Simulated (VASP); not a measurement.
# Ni (Fm-3m) in VASP: a series of runs

Runs on Ni. Level: PBE. Tasks: single point.

All numbers are computed with VASP 6.6.1; they aren't measurements. Logs are shortened: lines on timing, memory, paths and dates and some standing lists are left out, and cuts for length are marked.

## 1. The cell of the first run

It takes space group Fm-3m (No. 225, cubic). The conventional cell has a = 3.542 Å, b = 3.542 Å, c = 3.542 Å, α = 90.00°, β = 90.00°, γ = 90.00°. Within 3.3 Å of Ni (site symmetry m-3m) lie 12 Ni at 2.50 Å.

## 2. Single point, PBE, collinear spin, antiferromagnetic start

INCAR reads:

```
SYSTEM = Ni
PREC = Accurate
ENCUT = 520
EDIFF = 1E-6
ISMEAR = -1
SIGMA = 0.1
LREAL = .FALSE.
LASPH = .TRUE.
NELM = 150
ALGO = Normal
ISIF = 2
LWAVE = .FALSE.
LCHARG = .TRUE.
ISPIN = 2
MAGMOM = 2 -2
LORBIT = 11
LMAXMIX = 4
GGA = PE
LELF = .TRUE.
LVHAR = .TRUE.
NBANDS = 21
ISYM = 0
```

KPOINTS reads:

```
regular mesh
0
G
  12 7 10
  0 0 0
```

POSCAR reads:

```
Ni
1.0
    0.0000000000     -1.7710500000     -1.7710500000
   -3.5421000000     -1.7710500000     -1.7710500000
    0.0000000000      1.7710500000     -1.7710500000
Ni
2
Direct
    0.0000000000      0.0000000000      0.0000000000
    0.0000000000      0.5000000000      0.5000000000
```

Potentials or basis: VASP PAW PBE potentials, release 64 (Ni).

Launch:

```bash
$ cat potpaw_PBE.64/Ni/POTCAR > POTCAR
$ mpirun -np 1 vasp_std > vasp.out
```

OUTCAR:

```text
SYSTEM = Ni
   PREC = Accurate
   ENCUT = 520
   EDIFF = 1E-6
   ISMEAR = -1
   LREAL = .FALSE.
   LASPH = .TRUE.
   NELM = 150
   ISIF = 2
   ISPIN = 2
   LORBIT = 11
   GGA = PE
   ISYM = 0

 ion  position               nearest neighbor table
   1  0.000  0.000  0.000-   2 2.50   2 2.50   2 2.50   2 2.50   2 2.50   2 2.50   2 2.50   2 2.50

   2  0.000  0.500  0.500-   1 2.50   1 2.50   1 2.50   1 2.50   1 2.50   1 2.50   1 2.50   1 2.50

IMPORTANT INFORMATION: All symmetrisations will be switched off!
NOSYMM: (Re-)initialisation of all symmetry stuff for point group C_1.

----------------------------------------------------------------------------------------

                                     Primitive cell

  volume of cell :      22.2204

  direct lattice vectors                    reciprocal lattice vectors
     0.000000000 -1.771050000 -1.771050000     0.282318399 -0.282318399 -0.282318399
    -3.542100000 -1.771050000 -1.771050000    -0.282318399  0.000000000  0.000000000
     0.000000000  1.771050000 -1.771050000     0.000000000  0.282318399 -0.282318399

  length of vectors
     2.504642930  4.338168809  2.504642930     0.488989810  0.282318399  0.399258508

  position of ions in fractional coordinates (direct lattice)
     0.000000000  0.000000000  0.000000000
     0.000000000  0.500000000  0.500000000

  ion indices of the primitive-cell ions
   primitive index   ion index
                 1           1
                 2           2

----------------------------------------------------------------------------------------

 KPOINTS: regular mesh

Automatic generation of k-mesh.
 Grid dimensions read from file:
 generate k-points for:   12    7   10

 Generating k-lattice:

  Cartesian coordinates                     Fractional coordinates (reciprocal lattice)
     0.023526533 -0.023526533 -0.023526533     0.083333333  0.000000000  0.000000000
    -0.040331200  0.000000000  0.000000000     0.000000000  0.142857143  0.000000000
     0.000000000  0.028231840 -0.028231840     0.000000000  0.000000000  0.100000000

  Length of vectors
     0.040749151  0.040331200  0.039925851

  Shift w.r.t. Gamma in fractional coordinates (k-lattice)
     0.000000000  0.000000000  0.000000000

 -----------------------------------------------------------------------------
|                                                                             |
|           W    W    AA    RRRRR   N    N  II  N    N   GGGG   !!!           |
|           W    W   A  A   R    R  NN   N  II  NN   N  G    G  !!!           |
|           W    W  A    A  R    R  N N  N  II  N N  N  G       !!!           |
|           W WW W  AAAAAA  RRRRR   N  N N  II  N  N N  G  GGG   !            |
|           WW  WW  A    A  R   R   N   NN  II  N   NN  G    G                |
|           W    W  A    A  R    R  N    N  II  N    N   GGGG   !!!           |
|                                                                             |
|     Your reciprocal lattice and k-lattice belong to different lattice       |
[... 87 lines left out ...]
   GGA     = PE    functional components
   LHFCALC =     F    Hartree Fock is set to
   AEXX    =    0.0000 exact exchange contribution
   IVDW    =     0    specifies the selected vdW correction
   LEPSILON=     F    determine dielectric tensor
   LRPA    =     F    only Hartree local field effects (RPA)
 spin polarized calculation
  energy-cutoff  :      520.00
  volume of cell :       22.22
 maximum number of plane-waves:       616
   NGX =  9   NGY = 17   NGZ =  9

 number of electron      19.9999987 magnetization       0.0000864

 number of electron      19.9999987 magnetization      -0.0001123

 Free energy of the ion-electron system (eV)
  ---------------------------------------------------
  ext. energy  EPLUGINS =         0.00000000
  ---------------------------------------------------
  free energy    TOTEN  =       -10.92423550 eV

  energy without entropy =      -10.74710118  energy(sigma->0) =      -10.83566834

 E-fermi :   8.9201     XC(G=0): -13.1307

 val. band max:        8.9200663568   @ k =   0.0833   0.2857   0.0000
 cond. band min:       8.9201290038   @ k =   0.0833   0.2857   0.0000
 fundamental gap:      0.0000626469
 Fermi energy:         8.9200988701

 spin component 1

 k-point     1 :       0.0000    0.0000    0.0000
  band No.  band energies     occupation
      1       0.1998      1.00000
      2       4.7496      1.00000
      3       5.3257      1.00000
      4       7.1015      1.00000
      5       7.1019      1.00000
      6       7.1043      1.00000
[... 565 lines left out ...]
     20      36.6983      0.00000
     21      37.4622      0.00000

 [... further k-points ...]

 spin component 2

 k-point     1 :       0.0000    0.0000    0.0000
  band No.  band energies     occupation
      1       0.1997      1.00000
      2       4.7496      1.00000
      3       5.3257      1.00000
      4       7.1014      1.00000
      5       7.1018      1.00000
      6       7.1043      1.00000
[... 565 lines left out ...]
     20      36.6983      0.00000
     21      37.4622      0.00000

 [... further k-points ...]
[... 5 lines left out ...]
  --------------------------------------------------------------------------------------
  -------------------------------------------------------------------------------------
  Total       -0.5654188     -0.6181178     -0.6181181     -0.0037085      0.0030694     -0.0037089
  in kB      -40.7688387    -44.5686392    -44.5686631     -0.2673991      0.2213134     -0.2674255
  external PRESSURE =     -43.3020470 kB  Pullay stress =       0.0000000 kB

 VOLUME and BASIS-vectors are now :
 -----------------------------------------------------------------------------
  energy-cutoff  :      520.00
  volume of cell :       22.22
      direct lattice vectors                 reciprocal lattice vectors
     0.000000000 -1.771050000 -1.771050000     0.282318399 -0.282318399 -0.282318399
    -3.542100000 -1.771050000 -1.771050000    -0.282318399  0.000000000  0.000000000
     0.000000000  1.771050000 -1.771050000     0.000000000  0.282318399 -0.282318399

 POSITION                                       TOTAL-FORCE (eV/Angst)
 -----------------------------------------------------------------------------------
      0.00000      0.00000      0.00000        -0.000000      0.000000     -0.000000
     -1.77105      0.00000     -1.77105         0.000000     -0.000000      0.000000
 -----------------------------------------------------------------------------------
    total drift:                                0.000000     -0.000000     -0.000000

  FREE ENERGIE OF THE ION-ELECTRON SYSTEM (eV)
  ---------------------------------------------------
  free  energy   TOTEN  =       -10.9242354976 eV

  energy  without entropy=      -10.7471011838  energy(sigma->0) =      -10.83566834

 total charge

# of ion       s       p       d       tot
------------------------------------------
    1        0.485   0.475   8.316   9.276
    2        0.485   0.475   8.316   9.276
--------------------------------------------------
tot          0.971   0.950  16.631  18.552

 magnetization (x)

# of ion       s       p       d       tot
------------------------------------------
    1       -0.000   0.000   0.000   0.000
    2        0.000   0.000  -0.000  -0.000
--------------------------------------------------
tot          0.000   0.000  -0.000  -0.000
```

OSZICAR:

```text
N       E                     dE             d eps       ncg     rms          rms(c)
DAV:   1     0.975210272875E+02    0.97521E+02   -0.88638E+03 38632   0.134E+03
DAV:   2    -0.669340500110E+01   -0.10421E+03   -0.96279E+02 36223   0.234E+02
DAV:   3    -0.123867769012E+02   -0.56934E+01   -0.55033E+01 40200   0.630E+01
[... 10 lines left out ...]
DAV:  14    -0.109242227325E+02   -0.62784E-04   -0.32398E-04 51446   0.334E-01    0.182E-02
DAV:  15    -0.109242338847E+02   -0.11152E-04   -0.33494E-05 53336   0.637E-02    0.194E-02
DAV:  16    -0.109242320158E+02    0.18689E-05   -0.16555E-06 25074   0.219E-02    0.133E-02
DAV:  17    -0.109242336527E+02   -0.16369E-05   -0.51260E-06 33552   0.362E-02    0.892E-03
DAV:  18    -0.109242350564E+02   -0.14037E-05   -0.32791E-05 33593   0.879E-02    0.311E-03
DAV:  19    -0.109242354976E+02   -0.44115E-06   -0.97895E-07 21786   0.824E-03
   1 F= -.10924235E+02 E0= -.10835668E+02  d E =-.177134E+00  mag=     0.0000
```

stdout:

```text
POSCAR found type information on POSCAR Ni
 POSCAR found :  1 types and       2 ions
 scaLAPACK will be used
 LDA part: xc-table for (Slater+PW92), standard interpolation
 -----------------------------------------------------------------------------
|                                                                             |
|           W    W    AA    RRRRR   N    N  II  N    N   GGGG   !!!           |
|           W    W   A  A   R    R  NN   N  II  NN   N  G    G  !!!           |
|           W    W  A    A  R    R  N N  N  II  N N  N  G       !!!           |
|           W WW W  AAAAAA  RRRRR   N  N N  II  N  N N  G  GGG   !            |
|           WW  WW  A    A  R   R   N   NN  II  N   NN  G    G                |
|           W    W  A    A  R    R  N    N  II  N    N   GGGG   !!!           |
|                                                                             |
|     Your reciprocal lattice and k-lattice belong to different lattice       |
|     classes:                                                                |
|                                                                             |
|        The reciprocal lattice is simple tetragonal,                         |
|        whereas your k-lattice is simple monoclinic.                         |
|                                                                             |
|     Results are often still useful ...                                      |
|                                                                             |
 -----------------------------------------------------------------------------

 POSCAR, INCAR and KPOINTS ok, starting setup
 FFT: planning ... GRIDC
 FFT: planning ... GRID_SOFT
 FFT: planning ... GRID
 WAVECAR not read
 entering main loop
```

Wall time 4.4 min (1 thread of AMD EPYC 9R45 (Zen 5), shared host); peak memory 0.32 GiB.

Results:

```yaml
Free_energy: -10.9242 eV
Pressure: -4.3 GPa
Band_gap_on_the_k_mesh: zero (filled and empty bands overlap)
Net_moment: 0.00 μB per cell
Valence_electrons_inside_the_program's_atomic_spheres: Ni 9.28
```

Levels at points of the mesh, in eV from the Fermi level:
Spin up:
| k point | band 8 | band 9 | band 10 | band 11 | band 12 | band 13 |
| --- | --- | --- | --- | --- | --- | --- |
| (0.00, 0.00, 0.00) | -0.76 | -0.06 | 0.14 | 0.14 | 2.58 | 9.33 |
| (0.50, 0.00, 0.00) | -0.12 | -0.04 | -0.04 | -0.04 | -0.04 | 5.90 |
| (0.00, 0.00, 0.50) | -1.19 | -0.78 | -0.78 | 1.38 | 1.38 | 11.60 |
| (0.50, 0.00, 0.50) | -0.83 | 0.14 | 0.14 | 7.87 | 7.87 | 7.87 |
Spin down:
```csv
k point,band 8,band 9,band 10,band 11,band 12,band 13
"(0.00, 0.00, 0.00)",-0.76,-0.06,0.14,0.14,2.58,9.33
"(0.50, 0.00, 0.00)",-0.12,-0.04,-0.04,-0.04,-0.04,5.90
"(0.00, 0.00, 0.50)",-1.19,-0.78,-0.78,1.38,1.38,11.60
"(0.50, 0.00, 0.50)",-0.83,0.14,0.14,7.87,7.87,7.87
```

Caveat: the cell stands under tension; the moments typed at the start vanished in this run.

(Continued in part 2 of 2.)
